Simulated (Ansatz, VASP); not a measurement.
**Two plane-wave programs on Sc**

```
Sc
1.0
     5.90968    0.00000    0.00000
     0.00000    5.90968    0.00000
     0.00000    0.00000    5.90968
Sc
8
Direct
  0.00000 0.00000 0.00000
  0.50000 0.50000 0.50000
  0.25000 0.00000 0.50000
  0.75000 0.00000 0.50000
  0.50000 0.25000 0.00000
  0.50000 0.75000 0.00000
  0.00000 0.50000 0.25000
  0.00000 0.50000 0.75000
```

Alike in both runs: functional r2SCAN; k mesh 5 × 5 × 5; occupations fermi-dirac, width 0.1 eV; no spin polarisation.

Ansatz relaxed the structure, and its values are those at the end. VASP's run is a single point on that final structure, the one shown.

|  | VASP | Ansatz |
| --- | --- | --- |
| version | VASP 6.6.1 | Ansatz 0.2.0 |
| potentials or method | VASP PAW PBE potentials, release 64 (Sc_sv), cutoff 520 eV | plane waves (500 eV) with PAW, scalar-relativistic |
| valence electrons in the cell | 88 | 88 |

```tsv
	VASP	Ansatz	Ansatz less VASP
pressure (GPa)	0.2	0.0	-0.19
```

VASP's potentials were made for PBE, not for r2SCAN.
